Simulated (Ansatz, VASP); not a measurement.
## Two plane-wave programs on Pt

```xyz
1
Lattice="0.0000 1.9953 1.9953 1.9953 0.0000 1.9953 1.9953 1.9953 0.0000" Properties=species:S:1:pos:R:3 pbc="T T T"
Pt    0.0000    0.0000    0.0000
```

Alike in both runs: functional RPBE; k mesh 9 × 9 × 9; occupations fermi-dirac, width 0.05 eV; no spin polarisation.

Ansatz relaxed the structure, and its values are those at the end. VASP's run is a single point on that final structure, the one shown.

|  | VASP | Ansatz |
| --- | --- | --- |
| version | VASP 6.6.1 | Ansatz 0.2.0 |
| potentials or method | VASP PAW PBE potentials, release 64 (Pt) | plane waves, PAW |
| plane-wave cutoff (eV) | 500 | 420 |
| valence electrons in the cell | 10 | 18 |

VASP gave:

- pressure (GPa): -0.5

Q: Which values does Ansatz return?

A: Pressure (GPa): 0.0.

VASP's potentials were made for PBE, not for RPBE. VASP's potentials hold 10 valence electrons a cell and Ansatz's 18, so a difference there can come from the potentials and not from the codes.

Spin-orbit coupling is off throughout.
